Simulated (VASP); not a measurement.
Wanted: the native input for a VASP 6.6.1 run.

```yaml
Task: relaxation of cell and atoms
Functional: BLYP
Potentials_or_basis: VASP PAW PBE potentials, release 64 (Tl_d)
Cutoff: 600 eV
k_mesh: 7 × 7 × 7
Occupations: methfessel-paxton, width 0.05 eV
Spin: non-collinear spin, typed start
Starting_moments: "[[-0.166, -0.065, -0.025]] μB"
Dipole_correction: no
Further_INCAR_settings: ALGO = Normal; EDIFF = 1e-06; IBRION = 2; EDIFFG = -0.01; NSW = 80; ISIF = 3
```

The structure of Tl lies in POSCAR:

```
Tl
1.0
    0.0000000000      2.4663412330      2.4663412330
    2.4663412330      0.0000000000      2.4663412330
    2.4663412330      2.4663412330      0.0000000000
Tl
1
Direct
    0.0000000000      0.0000000000      0.0000000000
```

These files were run (other wordings do the same):

INCAR

```
PREC = Accurate ; ENCUT = 600
EDIFF = 1E-6 ; ISMEAR = 1
SIGMA = 0.05 ; LREAL = F
LASPH = T ; NELM = 150
ALGO = Normal ; ISIF = 3
LWAVE = F ; LCHARG = F
LNONCOLLINEAR = T ; MAGMOM = -0.166 -0.065 -0.025
LORBIT = 11 ; GGA = B5
ALDAX = 1.0 ; AGGAX = 1.0
AGGAC = 1.0 ; ALDAC = 0.0
IBRION = 2 ; NSW = 80
EDIFFG = -0.01
```

KPOINTS

```
Automatic mesh
0
Gamma
  7 7 7
```

Potentials or basis: VASP PAW PBE potentials, release 64 (Tl_d).

Command:

```bash
$ cat potpaw_PBE.64/Tl_d/POTCAR > POTCAR
$ mpirun -np 1 vasp_ncl > vasp.out
```

It gave:

| Property | Result |
| --- | --- |
| Relaxed volume | 35.63 Å³/atom |
| Relaxed cell | a = 3.694 Å, b = 3.694 Å, c = 3.694 Å, α = 60.00°, β = 60.00°, γ = 60.00° |
| Space group after relaxing (to 0.05 Å) | Fm-3m (No. 225) |
| Energy gained by relaxing | 75.4 meV/atom |
| Ionic steps | 3 |
| Pressure after relaxing | 0.0 GPa |
| Band gap on the k mesh | zero (band 13 reaches 13.24 eV, above the bottom of band 14 at 3.41 eV) |
| Net moment | 0.00 μB per cell |
| Valence electrons inside the program's atomic spheres | Tl 11.17 |

Caveat: the volume moved by over 15 % at a fixed basis, so the end points are rough; the PAW data sets were made with another functional, which shifts forces and pressure a little; spin-orbit coupling is left out, which moves the levels of the heavy elements.

Run time: 4.5 min on 1 thread of Intel(R) Xeon(R) 6975P-C (Granite Rapids) (shared host), peak memory 0.37 GiB.
